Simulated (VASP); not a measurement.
# Si6O11 (a cell with a defect) in VASP: a series of runs

Runs on Si6O11 (a cell with a defect). Level: PBE. Tasks: single point.

Everything below comes from runs of VASP 6.6.1. Logs are shortened: lines on timing, memory, paths and dates and some standing lists are left out, and cuts for length are marked.

## (1) The cell of the first run

The cell holds a defect, 17 atoms: a = 5.021 Å, b = 5.509 Å, c = 8.696 Å, α = 90.00°, β = 90.00°, γ = 90.00°.

## (2) Single point, PBE

The input, INCAR:

```
PREC     = Accurate       # precision mode
ENCUT    = 520            # plane-wave cutoff, eV
EDIFF    = 1E-7           # SCF threshold, eV
ISMEAR   = 0              # smearing method
SIGMA    = 0.05           # smearing width, eV
LREAL    = Auto         
LASPH    = T              # aspherical terms in the spheres
NELM     = 80             # most SCF steps
ALGO     = Normal         # electronic algorithm
ISIF     = 2              # what is computed and relaxed
LWAVE    = F              # write WAVECAR
LCHARG   = F              # write CHGCAR
GGA      = PE             # functional
NELECT   = 88.0         
NBANDS   = 59             # bands
```

The input, KPOINTS:

```
regular mesh
0
Gamma
  4 4 2
```

The input, POSCAR:

```
Si6O11
1.0
   -2.5103274377      4.3480146658      0.0000000000
    0.0000000000      0.0000000000      5.5092660079
    7.5309823132      4.3480146658      0.0000000000
Si O
6 11
Direct
    0.7617495765      0.3333333333      0.2382504235
    0.2617495765      0.3333333333      0.7382504235
    0.9765008470      0.6666666667      0.5000000000
    0.4765008470      0.6666666667      0.0000000000
    0.2617495765      0.0000000000      0.2617495765
    0.7617495765      0.0000000000      0.7617495765
    0.0486521033      0.2055717715      0.2072260374
    0.5486521033      0.2055717715      0.7072260374
    0.7865130045      0.5389051049      0.3720609296
    0.2865130045      0.5389051049      0.8720609296
    0.6648348922      0.8722384382      0.9207130329
    0.2865130045      0.7944282285      0.1279390704
    0.7865130045      0.7944282285      0.6279390704
    0.6648348922      0.4610948951      0.0792869671
    0.1648348922      0.4610948951      0.5792869671
    0.2157339379     -0.1668448649      0.4402818351
    0.0486521033      0.1277615618      0.7927739626
```

Potentials or basis: VASP PAW PBE potentials, release 64 (Si, O).

Run with:

```
$ cat potpaw_PBE.64/Si/POTCAR potpaw_PBE.64/O/POTCAR > POTCAR
$ mpirun -np 1 vasp_std > vasp.out
```

OUTCAR:

```text
PREC = Accurate
   ENCUT = 520
   EDIFF = 1E-7
   ISMEAR = 0
   LREAL = Auto
   LASPH = T
   NELM = 80
   ISIF = 2
   GGA = PE
   NELECT = 88.0

 ion  position               nearest neighbor table
   1  0.762  0.333  0.238-  14 1.63   7 1.63   9 1.63   5 3.12   5 3.12   3 3.12   4 3.12
   2  0.262  0.333  0.738-  15 1.63   8 1.63  17 1.63  10 1.63   6 3.12   6 3.12   4 3.12   3 3.12

   3  0.977  0.667  0.500-  16 1.60  13 1.63   9 1.63  15 1.63   5 3.12   6 3.12   1 3.12   2 3.12

   4  0.477  0.667  0.000-  12 1.63  10 1.63  11 1.63  14 1.63   6 3.12   5 3.12   2 3.12   1 3.12

   5  0.262  0.000  0.262-  12 1.63   7 1.63  16 1.82   3 3.12   4 3.12   1 3.12   1 3.12
   6  0.762  0.000  0.762-  11 1.63  17 1.63  13 1.63   8 1.63   4 3.12   3 3.12   2 3.12   2 3.12

   7  0.049  0.206  0.207-   1 1.63   5 1.63
   8  0.549  0.206  0.707-   2 1.63   6 1.63
   9  0.787  0.539  0.372-   3 1.63   1 1.63
  10  0.287  0.539  0.872-   4 1.63   2 1.63
  11  0.665  0.872  0.921-   6 1.63   4 1.63
  12  0.287  0.794  0.128-   4 1.63   5 1.63
  13  0.787  0.794  0.628-   3 1.63   6 1.63
  14  0.665  0.461  0.079-   1 1.63   4 1.63
  15  0.165  0.461  0.579-   2 1.63   3 1.63
  16  0.216  0.833  0.440-   3 1.60   5 1.82
  17  0.049  0.128  0.793-   6 1.63   2 1.63

  LATTYP: Found a simple orthorhombic cell.
 ALAT       =     5.0206548755
 B/A-ratio  =     1.0973201992
 C/A-ratio  =     1.7320508076

  Lattice vectors:

 A1 = (  -2.5103274377,   4.3480146658,   0.0000000000)
 A2 = (   0.0000000000,   0.0000000000,   5.5092660079)
 A3 = (   7.5309823132,   4.3480146658,   0.0000000000)

Analysis of symmetry for initial positions (statically):
=====================================================================
 Subroutine PRICEL returns:
 Original cell was already a primitive cell.

 Routine SETGRP: Setting up the symmetry group for a
 simple orthorhombic supercell.

 Subroutine GETGRP returns: Found  1 space group operations
 (whereof  1 operations were pure point group operations)
 out of a pool of  8 trial point group operations.

The static configuration has the point symmetry C_1 .

Analysis of symmetry for dynamics (positions and initial velocities):
=====================================================================
 Subroutine PRICEL returns:
 Original cell was already a primitive cell.

 Routine SETGRP: Setting up the symmetry group for a
 simple orthorhombic supercell.

 Subroutine GETGRP returns: Found  1 space group operations
 (whereof  1 operations were pure point group operations)
 out of a pool of  8 trial point group operations.

The dynamic configuration has the point symmetry C_1 .

 Subroutine INISYM returns: Found  1 space group operations
 (whereof  1 operations are pure point group operations),
 and found     1 'primitive' translations

----------------------------------------------------------------------------------------

                                     Primitive cell

  volume of cell :     240.5332

  direct lattice vectors                    reciprocal lattice vectors
    -2.510327438  4.348014666  0.000000000    -0.099588602  0.172492518  0.000000000
     0.000000000  0.000000000  5.509266008     0.000000000  0.000000000  0.181512383
     7.530982313  4.348014666  0.000000000     0.099588602  0.057497506  0.000000000

  length of vectors
     5.020654875  5.509266008  8.696029332     0.199177204  0.181512383  0.114995012

  position of ions in fractional coordinates (direct lattice)
     0.761749577  0.333333333  0.238250423
     0.261749577  0.333333333  0.738250423
     0.976500847  0.666666667  0.500000000
     0.476500847  0.666666667  0.000000000
     0.261749577  0.000000000  0.261749577
     0.761749577  0.000000000  0.761749577
[... 9 lines left out ...]
     0.215733938  0.833155135  0.440281835
     0.048652103  0.127761562  0.792773963

  ion indices of the primitive-cell ions
   primitive index   ion index
                 1           1
                 2           2
                 3           3
                 4           4
                 5           5
                 6           6
[... 9 lines left out ...]
                16          16
                17          17

----------------------------------------------------------------------------------------

 KPOINTS: regular mesh

Automatic generation of k-mesh.
 Grid dimensions read from file:
 generate k-points for:    4    4    2

 Generating k-lattice:

  Cartesian coordinates                     Fractional coordinates (reciprocal lattice)
    -0.024897150  0.043123130  0.000000000     0.250000000  0.000000000  0.000000000
     0.000000000  0.000000000  0.045378096     0.000000000  0.250000000  0.000000000
     0.049794301  0.028748753  0.000000000     0.000000000  0.000000000  0.500000000

  Length of vectors
     0.049794301  0.045378096  0.057497506

  Shift w.r.t. Gamma in fractional coordinates (k-lattice)
     0.000000000  0.000000000  0.000000000

 Subroutine IBZKPT returns following result:
 ===========================================

 Found     20 irreducible k-points:

 Following reciprocal coordinates:
            Coordinates               Weight
  0.000000  0.000000  0.000000      1.000000
  0.250000  0.000000  0.000000      2.000000
  0.500000  0.000000  0.000000      1.000000
  0.000000  0.250000  0.000000      2.000000
  0.250000  0.250000  0.000000      2.000000
  0.250000 -0.250000  0.000000      2.000000
[... 12 lines left out ...]
  0.250000  0.500000  0.500000      2.000000
  0.500000  0.500000  0.500000      1.000000
   k-points           NKPTS =     20   k-points in BZ     NKDIM =     20   number of bands    NBANDS=     59
   number of dos      NEDOS =    301   number of ions     NIONS =     17
   total plane-waves  NPLWV = 117600
   dimension x,y,z NGX =    40 NGY =   42 NGZ =   70
   dimension x,y,z NGXF=    80 NGYF=   84 NGZF=  140
   ions per type =               6  11
   NGX,Y,Z   is equivalent  to a cutoff of  13.24, 12.67, 13.38 a.u.
   NGXF,Y,Z  is equivalent  to a cutoff of  26.49, 25.35, 26.76 a.u.
 SYSTEM =  unknown system
   PREC   = accura    normal or accurate (medium, high low for compatibility)
   ISTART =      0    job   : 0-new  1-cont  2-samecut
   ICHARG =      2    charge: 1-file 2-atom 10-const
   ISPIN  =      1    spin polarized calculation?
   LNONCOLLINEAR =      F non collinear calculations
   LSORBIT =      F    spin-orbit coupling
   LASPH  =      T    aspherical Exc in radial PAW
   ENCUT  =  520.0 eV  38.22 Ry    6.18 a.u.   9.34 10.24 16.17*2*pi/ulx,y,z
   NELM   =     80;   NELMIN=  2; NELMDL= -5     # of ELM steps
   EDIFF  = 0.1E-06   stopping-criterion for ELM
   LREAL  =      T    real-space projection
   EDIFFG = 0.1E-05   stopping-criterion for IOM
   NSW    =      0    number of steps for IOM
   IBRION =     -1    ionic relax: 0-MD 1-quasi-New 2-CG
   NFREE  =      0    steps in history (QN), initial steepest desc. (CG)
   ISIF   =      2    stress and relaxation
   ISYM   =      2    0-nonsym 1-usesym 2-fastsym
   POTIM  = 0.5000    time-step for ionic-motion
   TEBEG  =    0.0;   TEEND  =   0.0 temperature during run
   PSTRESS=    0.0 pullay stress
   NELECT =      88.0000    total number of electrons
   NUPDOWN=      -1.0000    fix difference up-down
   EMIN   =  10.00;   EMAX   =-10.00  energy-range for DOS
   EFERMI =   0.00;   METHOD = LEGACY
   ISMEAR =     0;   SIGMA  =   0.05  broadening in eV -4-tet -1-fermi 0-gaus
   EFERMI_NEDOS =   21; number of points for ismear=-14 and -15
   IALGO  =     38    algorithm
   IMIX   =      4    mixing-type and parameters
     AMIX     =   0.40;   BMIX     =  1.00
     AMIX_MAG =   1.60;   BMIX_MAG =  1.00
  volume/ion in A,a.u.               =      14.15        95.48
  Fermi-wavevector in a.u.,A,eV,Ry     =   1.170875  2.212634 18.652897  1.370949
  Thomas-Fermi vector in A             =   2.307327
   LORBIT       =      0    0 simple, 1 ext, 2 COOP (PROOUT), +10 PAW based schemes
   GGA     = PE    functional components
   LHFCALC =     F    Hartree Fock is set to
   AEXX    =    0.0000 exact exchange contribution
   IVDW    =     0    specifies the selected vdW correction
   LEPSILON=     F    determine dielectric tensor
   LRPA    =     F    only Hartree local field effects (RPA)
 non-spin polarized calculation
 Gauss-broadening in eV      SIGMA  =   0.05
  energy-cutoff  :      520.00
  volume of cell :      240.53
 maximum number of plane-waves:      6512
 NGX is ok and might be reduce to    40
   NGX = 19   NGY = 21   NGZ = 33

 number of electron      87.9999994 magnetization

 Free energy of the ion-electron system (eV)
  ---------------------------------------------------
  ext. energy  EPLUGINS =         0.00000000
  ---------------------------------------------------
  free energy    TOTEN  =      -132.63923417 eV

  energy without entropy =     -132.62241325  energy(sigma->0) =     -132.63082371

 E-fermi :   0.5351     XC(G=0):  -8.5903

 val. band max:        0.5274485227   @ k =   0.2500   0.2500   0.5000
 cond. band min:       0.5359110732   @ k =   0.2500   0.0000   0.5000
 fundamental gap:      0.0084625506
 Fermi energy:         0.5350592016

 k-point     1 :       0.0000    0.0000    0.0000
  band No.  band energies     occupation
      1     -19.1016      2.00000
      2     -18.4121      2.00000
      3     -18.1426      2.00000
      4     -17.8969      2.00000
      5     -17.7691      2.00000
      6     -17.1377      2.00000
[... 48 lines left out ...]
     55      10.3458      0.00000
     56      10.6100      0.00000

 k-point     2 :       0.2500    0.0000    0.0000
  band No.  band energies     occupation
      1     -19.0415      2.00000
      2     -18.4501      2.00000
      3     -18.1741      2.00000
      4     -17.8114      2.00000
      5     -17.6923      2.00000
      6     -17.2747      2.00000
[... 48 lines left out ...]
     55      10.4417      0.00000
     56      10.5956      0.00000
[... 1001 lines left out ...]
     55      10.2229      0.00000
     56      10.3950      0.00000

 k-point    20 :       0.5000    0.5000    0.5000
  band No.  band energies     occupation
      1     -18.9924      2.00000
      2     -18.3105      2.00000
      3     -18.2376      2.00000
      4     -17.7592      2.00000
      5     -17.6309      2.00000
      6     -17.5109      2.00000
[... 48 lines left out ...]
     55      10.4553      0.00000
     56      10.6387      0.00000
 [bands above 56 left out]

------------------------ aborting loop because EDIFF is reached ----------------------------------------

  FORCE on cell =-STRESS in cart. coord.  units (eV):
  Direction    XX          YY          ZZ          XY          YZ          ZX
  --------------------------------------------------------------------------------------
  -------------------------------------------------------------------------------------
  Total      -18.7052018    -16.5928904    -17.4373087     -2.2685940     -1.3739464      2.7136567
  in kB     -124.5942134   -110.5242357   -116.1488546    -15.1109669     -9.1517734     18.0755028
  external PRESSURE =    -117.0891012 kB  Pullay stress =       0.0000000 kB

 VOLUME and BASIS-vectors are now :
 -----------------------------------------------------------------------------
  energy-cutoff  :      520.00
  volume of cell :      240.53
      direct lattice vectors                 reciprocal lattice vectors
    -2.510327438  4.348014666  0.000000000    -0.099588602  0.172492518  0.000000000
     0.000000000  0.000000000  5.509266008     0.000000000  0.000000000  0.181512383
     7.530982313  4.348014666  0.000000000     0.099588602  0.057497506  0.000000000

 POSITION                                       TOTAL-FORCE (eV/Angst)
 -----------------------------------------------------------------------------------
     -0.11798      4.34801      1.83642        -0.659933      0.269087      2.530222
      4.90267      4.34801      1.83642        -0.010595     -0.026679      0.131072
      1.31415      6.41985      3.67284         1.820760      0.604882     -1.029781
     -1.19617      2.07183      3.67284        -1.396428     -0.884358      0.224881
      1.31415      2.27618      0.00000         2.269002     -0.121566     -2.853030
      3.82448      6.62420      0.00000        -0.073870     -0.031546     -0.125835
[... 9 lines left out ...]
      2.77419      2.85237      4.59007        -4.334666     -0.856577      3.865530
      5.84823      3.65853      0.70387         0.017126      0.062071      0.057944
 -----------------------------------------------------------------------------------
    total drift:                                0.002325     -0.010450     -0.001187

  FREE ENERGIE OF THE ION-ELECTRON SYSTEM (eV)
  ---------------------------------------------------
  free  energy   TOTEN  =      -132.6392341672 eV

  energy  without entropy=     -132.6224132504  energy(sigma->0) =     -132.63082371
```

Wall time 9.5 min (1 thread of AMD EPYC 7R13, shared host); peak memory 0.4 GiB.

What came out:

```yaml
Free_energy: -132.6392 eV
Largest_force: 5.871 eV/Å
```

Forces on the atoms (eV/Å):
```
Si  -0.660  0.269  2.530
Si  -0.011 -0.027  0.131
Si   1.821  0.605 -1.030
Si  -1.396 -0.884  0.225
Si   2.269 -0.122 -2.853
Si  -0.074 -0.032 -0.126
O    0.417  0.541 -0.915
O   -0.086  0.071 -0.049
O   -0.388 -1.096 -0.821
O    0.329  0.261  0.137
O    0.533  0.123 -0.296
O    0.911  0.651  1.080
O   -0.332 -0.177  0.099
O    0.694  0.664 -1.193
O    0.292 -0.055 -0.843
O   -4.335 -0.857  3.866
O    0.017  0.062  0.058
```

Caveat: the k points lie up to 0.36 Å⁻¹ apart; the cell carries a net charge on a neutralising background, which shifts energy and pressure; the cell differs from its parent crystal (atoms taken out, atom 16 moved 1.000 of the way to it and +0.375 Å across, host rigid); the cell is charged against a uniform background, so pressure and absolute levels hang on convention.

## (3) Single point, PBE

The input, INCAR:

```
  ALGO = Normal
  EDIFF = 1E-6
  ENCUT = 520
  GGA = PE
  ISIF = 2
  ISMEAR = 0
  LASPH = T
  LCHARG = T
  LELF = T
  LREAL = Auto
  LVHAR = T
  LWAVE = F
  NBANDS = 59
  NELECT = 88.0
  NELM = 80
  PREC = Accurate
  SIGMA = 0.05
```

The input, KPOINTS:

```
k-points
0
Gamma
  4 4 2
```

POSCAR, as its differences from that of step 2:

```diff
@@ -23,3 +23,3 @@
     0.1648348922      0.4610948951      0.5792869671
-    0.2157339379     -0.1668448649      0.4402818351
+    0.5316857547      0.1407893295      0.2862510285
     0.0486521033      0.1277615618      0.7927739626
```

Potentials or basis: VASP PAW PBE potentials, release 64 (Si, O).

Run with:

```
$ cat potpaw_PBE.64/Si/POTCAR potpaw_PBE.64/O/POTCAR > POTCAR
$ mpirun -np 1 vasp_std > vasp.out
```

Wall time 9.5 min (1 thread of AMD EPYC 7R13, shared host); peak memory 0.4 GiB.

It converged, with:

| Quantity | Value |
| --- | --- |
| Free energy | -133.4588 eV |
| Largest force | 3.449 eV/Å |

Forces in eV/Å, atoms in the order of the input:
```
Si  -0.896 -1.105  0.576
Si   0.958  1.180 -0.163
Si   2.318 -0.530 -2.498
Si  -1.071 -0.026 -0.778
Si  -2.879 -1.606  0.657
Si   0.985  0.427  1.104
O    0.940  0.359 -0.995
O   -0.263 -0.173 -0.117
O    0.097  0.806  1.196
O    0.008 -0.013  0.159
O    0.072 -0.044 -0.131
O    2.051  0.112  0.554
O   -1.703 -0.029 -0.068
O    0.241  0.457 -0.223
O   -1.278 -0.968  1.143
O    0.763  1.298 -0.452
O   -0.343 -0.146  0.035
```

Levels at points of the mesh, in eV from the Fermi level:
```tsv
k point	band 40	band 41	band 42	band 43	band 44	band 45	band 46	band 47	band 48	band 49
(0.00, 0.00, 0.00)	-0.90	-0.87	-0.59	-0.26	-0.04	-0.03	3.91	6.40	6.68	6.74
(0.50, 0.00, 0.00)	-1.05	-0.71	-0.61	-0.19	-0.05	0.09	3.76	6.28	6.95	8.34
(0.00, 0.50, 0.00)	-0.88	-0.75	-0.46	-0.28	-0.05	0.09	3.75	6.36	6.88	8.05
(0.50, 0.50, 0.00)	-0.94	-0.91	-0.63	-0.53	-0.38	0.18	3.89	6.55	7.04	8.29
(0.00, 0.00, 0.50)	-0.88	-0.78	-0.64	-0.25	-0.07	0.11	3.80	6.33	6.71	7.43
(0.50, 0.00, 0.50)	-1.02	-0.71	-0.59	-0.20	-0.06	0.05	3.79	6.30	6.99	8.09
(0.00, 0.50, 0.50)	-0.90	-0.72	-0.53	-0.32	-0.04	0.14	3.74	6.40	6.88	8.10
(0.50, 0.50, 0.50)	-0.93	-0.81	-0.59	-0.54	-0.30	0.10	3.89	6.59	7.07	8.44
```

Caveat: the k points lie up to 0.36 Å⁻¹ apart; the cell carries a net charge on a neutralising background, which shifts energy and pressure; the cell differs from its parent crystal (atoms taken out, atom 16 moved 0.000 of the way to it and -0.125 Å across, host rigid); the cell is charged against a uniform background, so pressure and absolute levels hang on convention.
